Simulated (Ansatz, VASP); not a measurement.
**One calculation of C, two programs**

```
C
1.0
     1.10313   -2.07002    0.00000
     1.10313    2.07002    0.00000
     0.00000    0.00000    8.43790
C
4
Direct
  0.08333 0.91667 0.75030
  0.58333 0.41667 0.24970
  0.91667 0.08333 0.24970
  0.41667 0.58333 0.75030
```

Change from the starting cell: volume 9.634 Å^3 an atom, stretch along a over the lengths across it, relative to the relaxed cell 0.9230.

Alike in both runs: task single point; functional PBE; k mesh 21 × 21 × 6; occupations gaussian, width 0.15 eV; no spin polarisation.

```csv
,VASP,Ansatz
version,VASP 6.6.1,Ansatz 0.2.0
potentials or method,"VASP PAW PBE potentials, release 64 (C), cutoff 520 eV","scalar-relativistic, plane waves, PAW"
valence electrons in the cell,16,16
```

```csv
,VASP,Ansatz,Ansatz less VASP
gap on the k mesh at the Fermi level (eV),0.84,0.84,+0.002
least direct gap on the mesh (eV),0.84,0.84,+0.002
rms of the force components (eV/Å),1.394,1.385,-0.0083
```

Atom by atom the forces differ by 0.008 eV/Å (rms over components).
